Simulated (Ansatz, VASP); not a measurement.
**Te3MoPt: VASP beside Ansatz**

```xyz
5
Lattice="3.6641 -3.6811 0.0000 3.6641 3.6811 0.0000 0.0000 0.0000 5.2097" Properties=species:S:1:pos:R:3 pbc="T T T"
Te    1.8321   -1.8406    0.0000
Te    1.8321    1.8406    0.0000
Te    3.6641    0.0000    2.6049
Mo    0.0000    0.0000    2.6049
Pt    3.6641    0.0000    0.0000
```

Change from the starting cell: species swapped into the KAgF3 type (Cmmm, No. 65).

Alike in both runs: functional PBE; k mesh 4 × 4 × 4; occupations gaussian, width 0.1 eV; no spin polarisation.

Ansatz relaxed the structure, and its values are those at the end. VASP's run is a single point on that final structure, the one shown.

|  | VASP | Ansatz |
| --- | --- | --- |
| version | VASP 6.6.1 | Ansatz 0.2.0 |
| potentials or method | VASP PAW PBE potentials, release 64 (Te, Mo_sv, Pt), cutoff 520 eV | scalar-relativistic, plane waves, PAW |
| valence electrons in the cell | 42 | 80 |

VASP gave:

- gap on the k mesh at the Fermi level (eV): none
- pressure (GPa): -0.2

Problem. Estimate Ansatz's values.

Solution. gap on the k mesh at the Fermi level (eV): none; pressure (GPa): -0.1.

A gap of «none» marks a metal or a gap that the smearing closes. With one functional, cell and mesh, what is left measures potentials, basis and numerics. VASP's potentials hold 42 valence electrons a cell and Ansatz's 80, so a difference there can come from the potentials and not from the codes.

Neither program's run includes spin-orbit coupling.
